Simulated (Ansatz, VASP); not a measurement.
One calculation of Ge, two programs

```
CELL_PARAMETERS angstrom
0.00000 2.86524 2.81705
2.86524 0.00000 2.81705
2.86524 2.86524 0.00000
ATOMIC_POSITIONS crystal
Ge 0.00000 0.00000 0.00000
Ge 0.25000 0.25000 0.25000
```

Change from the starting cell: epitaxial_xy strain +1.0%.

Alike in both runs: task single point; functional r2SCAN; k mesh 8 × 8 × 8; occupations fermi-dirac, width 0.02 eV; no spin polarisation.

|  | VASP | Ansatz |
| --- | --- | --- |
| version | VASP 6.6.1 | Ansatz 0.2.0 |
| potentials or method | VASP PAW PBE potentials, release 64 (Ge_d) | plane waves, PAW |
| plane-wave cutoff (eV) | 520 | 500 |
| valence electrons in the cell | 28 | 28 |

VASP gave:

| Quantity | Value |
| --- | --- |
| pressure (GPa) | -0.9 |
| traceless stress, the component that is largest in VASP (GPa) | 0.90 |

Q: Which values does Ansatz return?

A: Pressure (GPa): -0.9; traceless stress, the component that is largest in VASP (GPa): 0.91.

VASP's potentials were made for PBE, not for r2SCAN. The functional is the same, so the differences come from potentials, cutoffs and numerics.
